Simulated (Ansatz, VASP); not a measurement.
# One calculation of BiTe, two programs

Contents of INCAR:

```
SYSTEM = BiTe
  PREC = Accurate
  ENCUT = 600
  EDIFF = 1E-7
  ISMEAR = -1
  SIGMA = 0.05
  LREAL = .False.
  LASPH = .True.
  NELM = 60
  ALGO = Normal
  ISIF = 3
  LWAVE = .False.
  LCHARG = .False.
  GGA = B5
  ALDAX = 1.0
  AGGAX = 1.0
  AGGAC = 1.0
  ALDAC = 0.0
  IVDW = 12
  VDW_S6 = 1.0
  VDW_S8 = 2.6996
  VDW_A1 = 0.4298
  VDW_A2 = 4.2359
  IBRION = 2
  NSW = 60
  EDIFFG = -0.01
```

File KPOINTS:

```
regular mesh
0
Gamma
  7 7 7
  0 0 0
```

The input POSCAR:

```
BiTe
1.0
    0.0000000000      3.2350000000      3.2350000000
    3.2350000000      0.0000000000      3.2350000000
    3.2350000000      3.2350000000      0.0000000000
Bi Te
1 1
Direct
    0.0000000000      0.0000000000      0.0000000000
    0.5000000000      0.5000000000      0.5000000000
```

input.yaml

```yaml
crystal:
  lattice:
    - [0.0, 3.235, 3.235]
    - [3.235, 0.0, 3.235]
    - [3.235, 3.235, 0.0]
  atoms:
    - { symbol: Bi, position: [0.0, 0.0, 0.0] }
    - { symbol: Te, position: [0.5, 0.5, 0.5] }
hamiltonian:
  xc: blyp
  pseudopotentials: { kind: paw }
  dispersion: d3bj
kpoints:
  mp_grid: { grid: [7, 7, 7] }
scf:
  occupations: { method: fermi_dirac, width: 0.05 }
output:
  forces: true
  stress: true
  eigenvalues: true
relax:
  f_tol: 0.01
  max_steps: 40
  cell: { stress_tol: 0.05 }
```

Alike in both runs: task relaxation of cell and atoms; functional BLYP; dispersion D3(BJ); k mesh 7 × 7 × 7; occupations fermi-dirac, width 0.05 eV; no spin polarisation.

|  | VASP | Ansatz |
| --- | --- | --- |
| version | VASP 6.6.1 | Ansatz 0.2.0 |
| potentials or method | VASP PAW PBE potentials, release 64 (Bi_d, Te) | Ansatz PAW |
| plane-wave cutoff (eV) | 600 | 420 |
| valence electrons in the cell | 21 | 31 |

|  | VASP | Ansatz | Ansatz less VASP |
| --- | --- | --- | --- |
| gap on the k mesh at the Fermi level, each at its own relaxed structure (eV) | none | none | - |
| relaxed volume (Å³/atom) | 33.41 | 33.29 | -0.120 |
| relaxed cell length with the largest relative difference (Å) | 4.555 | 4.550 | -0.0054 |

VASP's potentials were made for PBE, not for BLYP. A gap of «none» marks a metal or a gap that the smearing closes. VASP's potentials hold 21 valence electrons a cell and Ansatz's 31, so a difference there can come from the potentials and not from the codes.

Spin-orbit coupling is off throughout. Noted on Ansatz's run: the plane-wave basis is chosen anew once the cell has moved, so the energies of steps on either side of that aren't comparable.
